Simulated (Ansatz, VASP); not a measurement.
# Ca3SbP: VASP beside Ansatz

Contents of INCAR:

```
PREC = Accurate
ENCUT = 520
EDIFF = 1E-6
ISMEAR = 0
SIGMA = 0.05
LREAL = False
LASPH = True
NELM = 80
ALGO = Normal
ISIF = 2
LWAVE = False
LCHARG = True
LELF = True
LVHAR = True
NBANDS = 28
```

File KPOINTS:

```
regular mesh
0
Gamma
  6 6 6
```

Contents of POSCAR:

```
Ca3SbP
1.0
    5.2080295048      0.0000000000      0.0000000000
    0.0000000000      5.2080295048      0.0000000000
    0.0000000000      0.0000000000      5.2080295048
Ca Sb P
3 1 1
Direct
    0.0000000000      0.5000000000      0.5000000000
    0.5000000000      0.0000000000      0.5000000000
    0.5000000000      0.5000000000      0.0000000000
    0.0000000000      0.0000000000      0.0000000000
    0.5000000000      0.5000000000      0.5000000000
```

Input for Ansatz:

```yaml
crystal:
  lattice:
    - [5.2080295048, 0.0, 0.0]
    - [0.0, 5.2080295048, 0.0]
    - [0.0, 0.0, 5.2080295048]
  atoms:
    - { symbol: Ca, position: [0.0, 0.5, 0.5] }
    - { symbol: Ca, position: [0.5, 0.0, 0.5] }
    - { symbol: Ca, position: [0.5, 0.5, 0.0] }
    - { symbol: Sb, position: [0.0, 0.0, 0.0] }
    - { symbol: P, position: [0.5, 0.5, 0.5] }
basis:
  ecutwfc: 420
kpoints:
  mp_grid: { grid: [6, 6, 6] }
hamiltonian:
  xc: lda
scf:
  occupations: { method: gaussian, width: 0.05 }
output:
  forces: true
  stress: true
  eigenvalues: true
  write_density: true
  write_potential: true
  elf: true
  volumetric_format: npy
```

Change from the starting cell: mode 1 frozen in at +0.000 Å, equal normal strain along x, y and z -0.0083.

Alike in both runs: task single point; functional LDA; k mesh 6 × 6 × 6; occupations gaussian, width 0.05 eV; no spin polarisation.

```csv
,VASP,Ansatz
version,VASP 6.6.1,Ansatz 0.2.0
potentials or method,"VASP PAW LDA potentials, release 64 (Ca_sv, Sb, P), cutoff 520 eV","scalar-relativistic, plane waves, PAW"
valence electrons in the cell,40,50
```

Ansatz gave:

* gap on the k mesh at the Fermi level (eV): 0.46
* least direct gap on the mesh (eV): 0.46
* pressure (GPa): 1.2

Q: What did VASP give for the same quantities?

A: gap on the k mesh at the Fermi level (eV): 0.44; least direct gap on the mesh (eV): 0.44; pressure (GPa): 1.4.

LDA's correlation is that of Perdew and Zunger in VASP and of Perdew and Wang (1992) in Ansatz. VASP's potentials hold 40 valence electrons a cell and Ansatz's 50, so a difference there can come from the potentials and not from the codes.

Neither program's run includes spin-orbit coupling.
